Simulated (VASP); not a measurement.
Wanted: the native input for a VASP 6.6.1 run.

| Item | Value |
| --- | --- |
| Task | single point |
| Functional | PBE |
| Dispersion | D3(BJ) |
| Potentials or basis | VASP PAW PBE potentials, release 64 (Al) |
| Cutoff | 520 eV |
| k mesh | 18 × 18 × 6 |
| Occupations | gaussian, width 0.15 eV |
| Spin | no spin polarisation |
| Dipole correction | no |
| Further INCAR settings | ALGO = Fast; EDIFF = 1e-07; NBANDS = 14 |

The structure of Al lies in POSCAR:

```
Al
1.0
    2.8449123573      0.0000000000      0.0000000000
   -1.4224561787      2.4637663730      0.0000000000
    0.0000000000      0.0000000000      8.9020152573
Al
4
Direct
    0.0000000000      0.0000000000      0.0000000000
    0.3333333333      0.6666666667      0.2500000000
    0.0000000000      0.0000000000      0.5000000000
    0.6666666667      0.3333333333      0.7500000000
```

This isn't the form of Al at room conditions, which is fcc.

One way to write it, as run:

INCAR

```
SYSTEM = Al
  PREC = Accurate
  ENCUT = 520
  EDIFF = 1E-7
  ISMEAR = 0
  SIGMA = 0.15
  LREAL = .False.
  LASPH = .True.
  NELM = 80
  ALGO = Fast
  ISIF = 2
  LWAVE = .False.
  LCHARG = .True.
  GGA = PE
  IVDW = 12
  LELF = .True.
  LVHAR = .True.
  NBANDS = 14
```

KPOINTS

```
regular mesh
0
Gamma
  18 18 6
  0 0 0
```

Potentials or basis: VASP PAW PBE potentials, release 64 (Al).

Run with:

```console
$ cat potpaw_PBE.64/Al/POTCAR > POTCAR
$ mpirun -np 1 vasp_std > vasp.out
```

It gave:

| Item | Value |
| --- | --- |
| Pressure | 1.6 GPa |
| Band gap on the k mesh | zero (bands 6 and 7 overlap by 6.32 eV) |
| Dispersion energy per atom | -0.357 eV |

Run time: 94 s on 1 thread of AMD EPYC 9R45 (Zen 5) (shared host), peak memory 0.22 GiB.
